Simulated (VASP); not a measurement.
ZnCu, 2 atoms in the cell. Symmetry: P4/mmm, No. 123, tetragonal system. Conventional cell: a = 2.771 Å, b = 2.771 Å, c = 3.326 Å, α = 90.00°, β = 90.00°, γ = 90.00°. Zn (site symmetry 4/mmm) has 8 Cu at 2.57 Å and 6 Zn at 2.77 to 3.33 Å within 3.4 Å. Cu (site symmetry 4/mmm) has 8 Zn at 2.57 Å and 6 Cu at 2.77 to 3.33 Å within 3.4 Å.  This cell differs from its parent crystal: ratio of the length along z to the lengths across it x 1.2, volume and fractional coordinates fixed.

| Quantity | Value |
| --- | --- |
| Program | VASP 6.6.1 |
| Task | single point |
| Functional | PBEsol |
| Potentials or basis | VASP PAW PBE potentials, release 64 (Zn, Cu) |
| Cutoff | 520 eV |
| k mesh | 18 × 18 × 18 |
| Occupations | gaussian, width 0.15 eV |
| Spin | no spin polarisation |
| Dipole correction | no |
| Further INCAR settings | ALGO = Normal; EDIFF = 1e-06; NBANDS = 18 |

Potentials or basis: VASP PAW PBE potentials, release 64 (Zn, Cu).

Run with:

```bash
$ cat potpaw_PBE.64/Zn/POTCAR potpaw_PBE.64/Cu/POTCAR > POTCAR
$ mpirun -np 1 vasp_std > vasp.out
```

Hardware: 1 thread of AMD EPYC 7R43 64-Core Processor (Zen 3), on a shared host.

Estimate the wall time of this run.

It took 3.3 min on 1 thread of AMD EPYC 7R43 64-Core Processor (Zen 3) (shared host), peak memory 0.33 GiB. Counts: scf iterations 13, k points 550.
